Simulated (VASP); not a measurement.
Here is a VASP 6.6.1 calculation.

INCAR

```
ALGO = Normal ; EDIFF = 1E-6
ENCUT = 520 ; GGA = PS
ISIF = 2 ; ISMEAR = 0
LASPH = True ; LCHARG = False
LREAL = False ; LWAVE = False
NBANDS = 18 ; NELM = 60
PREC = Accurate ; SIGMA = 0.15
```

The input KPOINTS:

```
k-points
0
Gamma
  12 12 12
```

Contents of POSCAR:

```
BiTe
1.0
    2.4227077728      1.3987509848      3.4168107131
   -2.4227077728      1.3987509848      3.4168107131
    0.0000000000     -2.7975019696      3.4168107131
Bi Te
1 1
Direct
    0.5000000000      0.5000000000      0.5000000000
    0.0000000000      0.0000000000      0.0000000000
```

Potentials or basis: VASP PAW PBE potentials, release 64 (Bi_d, Te).

Launch:

```bash
$ cat potpaw_PBE.64/Bi_d/POTCAR potpaw_PBE.64/Te/POTCAR > POTCAR
$ mpirun -np 1 vasp_std > vasp.out
```

(1) Predict the pressure.

(2) Estimate the band gap on the k mesh.

Results:

(1) -3.5 GPa.

(2) zero (an odd number of electrons rules out a gap without spin polarisation).

Caveat: the cell differs from its parent crystal (strain +0.000 along x and y, +0.030 along z); the cell stands under tension; the PAW data sets were made with another functional, which shifts forces and pressure a little; spin-orbit coupling is left out, which moves the levels of the heavy elements.
